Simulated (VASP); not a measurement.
# Ge in VASP: notebook

The runs below take Ge through single point, with PBE+D3(BJ).

Program: VASP 6.6.1. These are calculated values, not measurements. Logs are shortened: lines on timing, memory, paths and dates and some standing lists are left out, and cuts for length are marked.

## (1) The cell of the first run

The cell holds a slab with vacuum, 4 atoms: a = 4.023 Å, b = 4.023 Å, c = 18.869 Å, α = 90.00°, β = 90.00°, γ = 120.00°.

## (2) Single point, PBE+D3(BJ) (layers slid over each other)

File INCAR:

```
SYSTEM = Ge
PREC = Accurate
ENCUT = 520
EDIFF = 1E-6
ISMEAR = 0
SIGMA = 0.1
LREAL = .FALSE.
LASPH = .TRUE.
NELM = 100
ALGO = Normal
ISIF = 2
LWAVE = .FALSE.
LCHARG = .FALSE.
LDIPOL = .TRUE.
IDIPOL = 3
DIPOL = 0.5 0.5 0.375
GGA = PE
IVDW = 12
NBANDS = 36
```

File KPOINTS:

```
Automatic mesh
0
G
  9 9 1
  0 0 0
```

File POSCAR:

```
Ge
1.0
    4.0226895460      0.0000000000      0.0000000000
   -2.0113447730      3.4837513384      0.0000000000
    0.0000000000      0.0000000000     18.8685220369
Ge
4
Direct
    0.3333333333      0.6666666667      0.2747571330
    0.6666666667      0.3333333333      0.2384924474
    0.5555555556      0.4444444444      0.5108254912
    0.8888888889      0.1111111111      0.4745608056
```

Potentials or basis: VASP PAW PBE potentials, release 64 (Ge_d).

Command:

```
> cat potpaw_PBE.64/Ge_d/POTCAR > POTCAR
> mpirun -np 1 vasp_std > vasp.out
```

OUTCAR:

```text
SYSTEM = Ge
   PREC = Accurate
   ENCUT = 520
   EDIFF = 1E-6
   ISMEAR = 0
   LREAL = .FALSE.
   LASPH = .TRUE.
   NELM = 100
   ISIF = 2
   GGA = PE
   IVDW = 12
 IVDW          = 12

 ion  position               nearest neighbor table
   1  0.333  0.667  0.275-   2 2.42   2 2.42   2 2.42
   2  0.667  0.333  0.238-   1 2.42   1 2.42   1 2.42
   3  0.556  0.444  0.511-   4 2.42   4 2.42   4 2.42
   4  0.889  0.111  0.475-   3 2.42   3 2.42   3 2.42

  LATTYP: Found a hexagonal cell.
 ALAT       =     4.0226895460
 C/A-ratio  =     4.6905240440

  Lattice vectors:

 A1 = (   4.0226895460,   0.0000000000,   0.0000000000)
 A2 = (  -2.0113447730,   3.4837513384,   0.0000000000)
 A3 = (   0.0000000000,   0.0000000000,  18.8685220369)

Analysis of symmetry for initial positions (statically):
=====================================================================
 Subroutine PRICEL returns:
 Original cell was already a primitive cell.

 Routine SETGRP: Setting up the symmetry group for a
 hexagonal supercell.

 Subroutine GETGRP returns: Found  4 space group operations
 (whereof  2 operations were pure point group operations)
 out of a pool of 24 trial point group operations.

The static configuration has the point symmetry C_1h.
 The point group associated with its full space group is C_2h.

Analysis of symmetry for dynamics (positions and initial velocities):
=====================================================================
 Subroutine PRICEL returns:
 Original cell was already a primitive cell.

 Routine SETGRP: Setting up the symmetry group for a
 hexagonal supercell.

 Subroutine GETGRP returns: Found  4 space group operations
 (whereof  2 operations were pure point group operations)
 out of a pool of 24 trial point group operations.

The dynamic configuration has the point symmetry C_1h.
 The point group associated with its full space group is C_2h.

 Subroutine INISYM returns: Found  4 space group operations
 (whereof  2 operations are pure point group operations),
 and found     1 'primitive' translations

----------------------------------------------------------------------------------------

                                     Primitive cell

  volume of cell :     264.4244

  direct lattice vectors                    reciprocal lattice vectors
     4.022689546  0.000000000  0.000000000     0.248589902  0.143523447  0.000000000
    -2.011344773  3.483751338  0.000000000     0.000000000  0.287046894  0.000000000
     0.000000000  0.000000000 18.868522037     0.000000000  0.000000000  0.052998322

  length of vectors
     4.022689546  4.022689546 18.868522037     0.287046894  0.287046894  0.052998322

  position of ions in fractional coordinates (direct lattice)
     0.333333333  0.666666667  0.274757133
     0.666666667  0.333333333  0.238492447
     0.555555556  0.444444444  0.510825491
     0.888888889  0.111111111  0.474560806

  ion indices of the primitive-cell ions
   primitive index   ion index
                 1           1
                 2           2
                 3           3
                 4           4

----------------------------------------------------------------------------------------

 KPOINTS: Automatic mesh

Automatic generation of k-mesh.
 Grid dimensions read from file:
 generate k-points for:    9    9    1

 Generating k-lattice:

  Cartesian coordinates                     Fractional coordinates (reciprocal lattice)
     0.027621100  0.015947050  0.000000000     0.111111111  0.000000000  0.000000000
     0.000000000  0.031894099  0.000000000     0.000000000  0.111111111  0.000000000
     0.000000000  0.000000000  0.052998322     0.000000000  0.000000000  1.000000000

  Length of vectors
     0.031894099  0.031894099  0.052998322

  Shift w.r.t. Gamma in fractional coordinates (k-lattice)
     0.000000000  0.000000000  0.000000000

 Subroutine IBZKPT returns following result:
 ===========================================

 Found     25 irreducible k-points:

 Following reciprocal coordinates:
            Coordinates               Weight
  0.000000  0.000000  0.000000      1.000000
  0.111111  0.000000  0.000000      4.000000
 -0.111111  0.111111  0.000000      2.000000
  0.222222  0.000000  0.000000      4.000000
 -0.222222  0.222222  0.000000      2.000000
  0.333333  0.000000  0.000000      4.000000
[... 16 lines left out ...]
 -0.222222 -0.444444  0.000000      4.000000
  0.444444  0.333333  0.000000      4.000000
   k-points           NKPTS =     25   k-points in BZ     NKDIM =     25   number of bands    NBANDS=     36
   number of dos      NEDOS =    301   number of ions     NIONS =      4
   total plane-waves  NPLWV = 126000
   dimension x,y,z NGX =    30 NGY =   30 NGZ =  140
   dimension x,y,z NGXF=    60 NGYF=   60 NGZF=  280
   ions per type =               4
   NGX,Y,Z   is equivalent  to a cutoff of  12.40, 12.40, 12.34 a.u.
   NGXF,Y,Z  is equivalent  to a cutoff of  24.80, 24.80, 24.67 a.u.
 SYSTEM =  Ge
   PREC   = accura    normal or accurate (medium, high low for compatibility)
   ISTART =      0    job   : 0-new  1-cont  2-samecut
   ICHARG =      2    charge: 1-file 2-atom 10-const
   ISPIN  =      1    spin polarized calculation?
   LNONCOLLINEAR =      F non collinear calculations
   LSORBIT =      F    spin-orbit coupling
   LASPH  =      T    aspherical Exc in radial PAW
   ENCUT  =  520.0 eV  38.22 Ry    6.18 a.u.   7.48  7.48 35.08*2*pi/ulx,y,z
   NELM   =    100;   NELMIN=  2; NELMDL= -5     # of ELM steps
   EDIFF  = 0.1E-05   stopping-criterion for ELM
   LREAL  =      F    real-space projection
   EDIFFG = 0.1E-04   stopping-criterion for IOM
   NSW    =      0    number of steps for IOM
   IBRION =     -1    ionic relax: 0-MD 1-quasi-New 2-CG
   NFREE  =      0    steps in history (QN), initial steepest desc. (CG)
   ISIF   =      2    stress and relaxation
   ISYM   =      2    0-nonsym 1-usesym 2-fastsym
   POTIM  = 0.5000    time-step for ionic-motion
   TEBEG  =    0.0;   TEEND  =   0.0 temperature during run
   PSTRESS=    0.0 pullay stress
   NELECT =      56.0000    total number of electrons
   NUPDOWN=      -1.0000    fix difference up-down
   EMIN   =  10.00;   EMAX   =-10.00  energy-range for DOS
   EFERMI =   0.00;   METHOD = LEGACY
   ISMEAR =     0;   SIGMA  =   0.10  broadening in eV -4-tet -1-fermi 0-gaus
   EFERMI_NEDOS =   21; number of points for ismear=-14 and -15
   IALGO  =     38    algorithm
   IMIX   =      4    mixing-type and parameters
     AMIX     =   0.40;   BMIX     =  1.00
     AMIX_MAG =   1.60;   BMIX_MAG =  1.00
  volume/ion in A,a.u.               =      66.11       446.11
  Fermi-wavevector in a.u.,A,eV,Ry     =   0.975821  1.844035 12.955840  0.952227
  Thomas-Fermi vector in A             =   2.106391
   LORBIT       =      0    0 simple, 1 ext, 2 COOP (PROOUT), +10 PAW based schemes
   GGA     = PE    functional components
   LHFCALC =     F    Hartree Fock is set to
   AEXX    =    0.0000 exact exchange contribution
   IVDW    =    12    specifies the selected vdW correction
   LEPSILON=     F    determine dielectric tensor
   LRPA    =     F    only Hartree local field effects (RPA)
 non-spin polarized calculation
 Gauss-broadening in eV      SIGMA  =   0.10
  energy-cutoff  :      520.00
  volume of cell :      264.42
 maximum number of plane-waves:      7165
 NGX is ok and might be reduce to    30
   NGX = 15   NGY = 15   NGZ = 71

 dipolmoment           0.000000      0.000000      0.000004 electrons x Angstroem

 number of electron      55.9999981 magnetization

 dipolmoment           0.000000      0.000000     -0.000004 electrons x Angstroem

 Free energy of the ion-electron system (eV)
  ---------------------------------------------------
  ext. energy  EPLUGINS =         0.00000000
  ---------------------------------------------------
  free energy    TOTEN  =       -16.18777981 eV

  energy without entropy =      -16.18777015  energy(sigma->0) =      -16.18777498

 E-fermi :  -1.3684     XC(G=0):  -4.3987

 val. band max:       -1.6130418529   @ k =   0.3333   0.3333   0.0000
 cond. band min:      -1.1253723740   @ k =   0.3333   0.3333   0.0000
 fundamental gap:      0.4876694789
 Fermi energy:        -1.3684164245

 k-point     1 :       0.0000    0.0000    0.0000
  band No.  band energies     occupation
      1     -25.8562      2.00000
      2     -25.8561      2.00000
      3     -25.8561      2.00000
      4     -25.8561      2.00000
      5     -25.8060      2.00000
      6     -25.8058      2.00000
[... 28 lines left out ...]
     35       2.5940      0.00000
     36       2.6154      0.00000

 k-point     2 :       0.1111    0.0000    0.0000
  band No.  band energies     occupation
      1     -25.8627      2.00000
      2     -25.8626      2.00000
      3     -25.8609      2.00000
      4     -25.8608      2.00000
      5     -25.8179      2.00000
      6     -25.8176      2.00000
[... 28 lines left out ...]
     35       3.0226      0.00000
     36       3.1101      0.00000

 k-point     3 :      -0.1111    0.1111    0.0000
  band No.  band energies     occupation
      1     -25.8627      2.00000
      2     -25.8625      2.00000
      3     -25.8609      2.00000
      4     -25.8608      2.00000
      5     -25.8178      2.00000
      6     -25.8174      2.00000
[... 28 lines left out ...]
     35       2.9863      0.00000
     36       3.1108      0.00000

 k-point     4 :       0.2222    0.0000    0.0000
  band No.  band energies     occupation
      1     -25.8724      2.00000
      2     -25.8721      2.00000
      3     -25.8687      2.00000
      4     -25.8686      2.00000
      5     -25.8306      2.00000
      6     -25.8302      2.00000
[... 28 lines left out ...]
     35       3.7338      0.00000
     36       4.1206      0.00000

 k-point     5 :      -0.2222    0.2222    0.0000
  band No.  band energies     occupation
      1     -25.8723      2.00000
      2     -25.8721      2.00000
      3     -25.8688      2.00000
      4     -25.8687      2.00000
      5     -25.8305      2.00000
      6     -25.8301      2.00000
[... 655 lines left out ...]
 k-point    22 :       0.3333    0.2222    0.0000
  band No.  band energies     occupation
      1     -25.8952      2.00000
      2     -25.8952      2.00000
      3     -25.8659      2.00000
      4     -25.8657      2.00000
      5     -25.8584      2.00000
      6     -25.8579      2.00000
[... 28 lines left out ...]
     35       4.3187      0.00000
     36       5.3169      0.00000

 k-point    23 :      -0.2222   -0.4444    0.0000
  band No.  band energies     occupation
      1     -25.8952      2.00000
      2     -25.8952      2.00000
      3     -25.8658      2.00000
      4     -25.8656      2.00000
      5     -25.8584      2.00000
      6     -25.8580      2.00000
[... 28 lines left out ...]
     35       4.3433      0.00000
     36       5.2620      0.00000

 k-point    24 :       0.4444    0.3333    0.0000
  band No.  band energies     occupation
      1     -25.8952      2.00000
      2     -25.8952      2.00000
      3     -25.8657      2.00000
      4     -25.8655      2.00000
      5     -25.8583      2.00000
      6     -25.8581      2.00000
[... 28 lines left out ...]
     35       4.3866      0.00000
     36       5.3076      0.00000

 [... further k-points ...]

------------------------ aborting loop because EDIFF is reached ----------------------------------------

 vacuum level on the upper side and lower side of the slab       (xc-potential included)        -0.143        -0.142

 Edisp (eV)   -0.81620

 E8    (eV) :    -0.3754

  FORCE on cell =-STRESS in cart. coord.  units (eV):
  Direction    XX          YY          ZZ          XY          YZ          ZX
  --------------------------------------------------------------------------------------
  -------------------------------------------------------------------------------------
  Total      -0.22751    -0.27357    -0.66374    -0.03989    -0.00452     0.00783
  in kB      -1.37849    -1.65759    -4.02167    -0.24171    -0.02739     0.04745
  external pressure =       -2.35 kB  Pullay stress =        0.00 kB

 VOLUME and BASIS-vectors are now :
 -----------------------------------------------------------------------------
  energy-cutoff  :      520.00
  volume of cell :      264.42
      direct lattice vectors                 reciprocal lattice vectors
     4.022689546  0.000000000  0.000000000     0.248589902  0.143523447  0.000000000
    -2.011344773  3.483751338  0.000000000     0.000000000  0.287046894  0.000000000
     0.000000000  0.000000000 18.868522037     0.000000000  0.000000000  0.052998322

 POSITION                                       TOTAL-FORCE (eV/Angst)
 -----------------------------------------------------------------------------------
     -0.00000      2.32250      5.18426         0.012185     -0.007035      0.142560
      2.01134      1.16125      4.50000        -0.010443      0.006029      0.015196
      1.34090      1.54833      9.63852         0.010443     -0.006029     -0.015196
      3.35224      0.38708      8.95426        -0.012185      0.007035     -0.142560
 -----------------------------------------------------------------------------------
    total drift:                                0.000004     -0.000003      0.000026

  FREE ENERGIE OF THE ION-ELECTRON SYSTEM (eV)
  ---------------------------------------------------
  free  energy   TOTEN  =       -17.0039797336 eV

  energy  without entropy=      -17.0039700799  energy(sigma->0) =      -17.00397491

 vacuum level on the upper side and lower side of the slab         3.007         3.007
```

It took 9.1 min on 1 thread of Intel Xeon 8259CL, shared host; peak memory 0.45 GiB.

What came out:

```
Free energy                : -17.0040 eV
Largest force              : 0.143 eV/Å
Band gap on the k mesh     : 0.49 eV
Dispersion energy per atom : -0.204 eV
```

Forces in eV/Å, atoms in the order of the input:
```
Ge   0.012 -0.007  0.143
Ge  -0.010  0.006  0.015
Ge   0.010 -0.006 -0.015
Ge  -0.012  0.007 -0.143
```

Caveat: the cell differs from its parent crystal (layers slid over each other).

## (3) Single point, PBE+D3(BJ) (layers slid over each other)

File INCAR:

```
SYSTEM = Ge
PREC = Accurate
ENCUT = 520
EDIFF = 1E-6
ISMEAR = 0
SIGMA = 0.1
LREAL = .False.
LASPH = .True.
NELM = 60
ALGO = Normal
ISIF = 2
LWAVE = .False.
LCHARG = .True.
LDIPOL = .True.
IDIPOL = 3
DIPOL = 0.5 0.5 0.389
GGA = PE
IVDW = 12
LELF = .True.
LVHAR = .True.
LVACPOTAV = .True.
NBANDS = 36
```

File KPOINTS:

```
Automatic mesh
0
Gamma
  9 9 1
  0 0 0
```

POSCAR: that of step 2 with these lines changed.

```diff
@@ -10,3 +10,3 @@
     0.6666666667      0.3333333333      0.2384924474
-    0.5555555556      0.4444444444      0.5108254912
-    0.8888888889      0.1111111111      0.4745608056
+    0.5555555556      0.4444444444      0.5389146016
+    0.8888888889      0.1111111111      0.5026499161
```

Potentials or basis: VASP PAW PBE potentials, release 64 (Ge_d).

Command:

```
> cat potpaw_PBE.64/Ge_d/POTCAR > POTCAR
> mpirun -np 1 vasp_std > vasp.out
```

Wall time 7.9 min (1 thread of Intel Xeon 8259CL, shared host); peak memory 0.45 GiB.

The run converged. Its results:

```yaml
Free_energy: -16.9261 eV
Largest_force: 0.102 eV/Å
Band_gap_on_the_k_mesh: 0.26 eV
Dispersion_energy_per_atom: -0.189 eV
```

Forces on the atoms (eV/Å):
```
Ge   0.008 -0.004  0.102
Ge  -0.003  0.002  0.026
Ge   0.003 -0.002 -0.026
Ge  -0.008  0.004 -0.102
```

Levels at points of the mesh, in eV from the valence-band top:
```
           k point  band 25  band 26  band 27  band 28  band 29  band 30  band 31  band 32
(0.00, 0.00, 0.00)    -0.32    -0.32    -0.30    -0.30     0.65     0.78     2.11     3.25
```

Caveat: the cell differs from its parent crystal (layers slid over each other).

## (4) Single point, PBE+D3(BJ) (layers slid over each other)

File INCAR:

```
SYSTEM = Ge
PREC = Accurate
ENCUT = 520
EDIFF = 1E-6
ISMEAR = 0
SIGMA = 0.1
LREAL = .FALSE.
LASPH = .TRUE.
NELM = 80
ALGO = Normal
ISIF = 2
LWAVE = .FALSE.
LCHARG = .FALSE.
LDIPOL = .TRUE.
IDIPOL = 3
DIPOL = 0.5 0.5 0.415
GGA = PE
IVDW = 12
NBANDS = 36
```

File KPOINTS:

```
Automatic mesh
0
G
  9 9 1
  0 0 0
```

POSCAR: that of step 3 with these lines changed.

```diff
@@ -10,3 +10,3 @@
     0.6666666667      0.3333333333      0.2384924474
-    0.5555555556      0.4444444444      0.5389146016
-    0.8888888889      0.1111111111      0.5026499161
+    0.5555555556      0.4444444444      0.5919129233
+    0.8888888889      0.1111111111      0.5556482377
```

Command:

```
> cat potpaw_PBE.64/Ge_d/POTCAR > POTCAR
> mpirun -np 1 vasp_std > vasp.out
```

It took 8.8 min on 1 thread of Intel Xeon 8259CL, shared host; peak memory 0.45 GiB.

The run converged. Its results:

```yaml
Free_energy: -16.8390 eV
Largest_force: 0.043 eV/Å
Band_gap_on_the_k_mesh: 0.07 eV
Dispersion_energy_per_atom: -0.172 eV
```

Forces on the atoms (eV/Å):
```
Ge   0.001 -0.001  0.043
Ge   0.000  0.000  0.011
Ge   0.000  0.000 -0.011
Ge  -0.001  0.001 -0.043
```

Levels at points of the mesh, in eV from the valence-band top:
| k point | band 25 | band 26 | band 27 | band 28 | band 29 | band 30 | band 31 | band 32 |
| --- | --- | --- | --- | --- | --- | --- | --- | --- |
| (0.00, 0.00, 0.00) | -0.41 | -0.41 | -0.41 | -0.41 | 0.58 | 0.65 | 2.06 | 2.81 |

Caveat: the cell differs from its parent crystal (layers slid over each other).

## (5) Overview

| cell | gap on the mesh (eV) | largest force (eV/Å) |
| --- | --- | --- |
| as given, atomic positions A | 0.49 | 0.14 |
| as given, atomic positions B | 0.26 | 0.10 |
| as given, atomic positions C | 0.07 | 0.04 |

Alike in all rows: task single point; level PBE+D3(BJ); potentials or basis VASP PAW PBE potentials, release 64 (Ge_d); no spin polarisation; k mesh 9 × 9 × 1; cutoff (eV) 520; smearing gaussian 0.1 eV.

Absolute energies hang on the potentials; compare differences alone.
